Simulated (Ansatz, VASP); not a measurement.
## MgO2 in VASP and in Ansatz

```
Mg O
1.0
     1.55662    0.89871    3.44157
    -1.55662    0.89871    3.44157
     0.00000   -1.79743    3.44157
Mg O
1 2
Direct
  0.00000 0.00000 0.00000
  0.42879 0.42879 0.42879
  0.57121 0.57121 0.57121
```

Change from the starting cell: strain -0.030 along x and y, -0.015 along z, atoms carried along.

Alike in both runs: task single point; functional r2SCAN; k mesh 12 × 12 × 12; occupations gaussian, width 0.05 eV; no spin polarisation.

```csv
,VASP,Ansatz
version,VASP 6.6.1,Ansatz 0.2.0
potentials or method,"VASP PAW PBE potentials, release 64 (Mg, O), cutoff 520 eV","scalar-relativistic, plane waves, PAW"
valence electrons in the cell,14,22
```

```tsv
	VASP	Ansatz	Ansatz less VASP
gap on the k mesh at the Fermi level (eV)	3.16	3.19	+0.033
least direct gap on the mesh (eV)	3.16	3.19	+0.033
pressure (GPa)	4.3	4.6	+0.27
traceless stress, the component that is largest in VASP (GPa)	0.34	-1.34	-1.679
rms of the force components (eV/Å)	0.029	0.108	+0.0790
```

VASP's potentials were made for PBE, not for r2SCAN. Atom by atom the forces differ by 0.138 eV/Å (rms over components). The functional is the same, so the differences come from potentials, cutoffs and numerics. VASP's potentials hold 14 valence electrons a cell and Ansatz's 22, so a difference there can come from the potentials and not from the codes.
